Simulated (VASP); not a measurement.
# AlAu2: single point with LDA

AlAu2:

```
Al Au
1.0
    -1.66885    1.66885    4.32873
     1.66885   -1.66885    4.32873
     1.66885    1.66885   -4.32873
Al Au
1 2
Direct
  0.00000 0.00000 0.00000
  0.65704 0.65704 0.00000
  0.34296 0.34296 0.00000
```

- Program: VASP 6.6.1
- Task: single point
- Functional: LDA
- Potentials or basis: VASP PAW LDA potentials, release 64 (Al, Au)
- Cutoff: 520 eV
- k mesh: 16 × 16 × 16
- Occupations: gaussian, width 0.15 eV
- Spin: no spin polarisation

* Pressure: -2.7 GPa
* Largest force: 0.073 eV/Å
* Band gap on the k mesh: zero (an odd number of electrons rules out a gap without spin polarisation)

Forces in eV/Å, atoms in the order of the input:
```
Al   0.000  0.000  0.000
Au   0.000  0.000  0.073
Au   0.000  0.000 -0.073
```

Stress tensor (GPa, compression positive):
```
-2.94  0.00  0.00
 0.00 -2.94  0.00
 0.00  0.00 -2.13
```

Levels at points of the mesh, in eV from the Fermi level:
| k point | band 9 | band 10 | band 11 | band 12 | band 13 | band 14 | band 15 | band 16 |
| --- | --- | --- | --- | --- | --- | --- | --- | --- |
| (0.00, 0.00, 0.00) | -4.87 | -4.87 | -3.52 | -1.05 | 1.33 | 5.84 | 5.84 | 6.66 |
| (0.50, 0.00, 0.00) | -4.04 | -3.35 | -3.30 | -3.08 | -2.11 | 1.84 | 7.41 | 7.84 |
| (0.50, 0.50, 0.00) | -3.58 | -3.36 | -3.01 | -1.38 | 0.82 | 1.05 | 2.05 | 2.19 |
| (0.50, 0.50, 0.50) | -3.76 | -3.50 | -3.50 | -2.79 | 2.64 | 2.64 | 6.87 | 7.04 |

Run time: 4.8 min on 1 thread of Intel(R) Xeon(R) 6975P-C (Granite Rapids), with other jobs on the host, peak memory 0.43 GiB.

Caveat: spin-orbit coupling is left out, which moves the levels of the heavy elements.
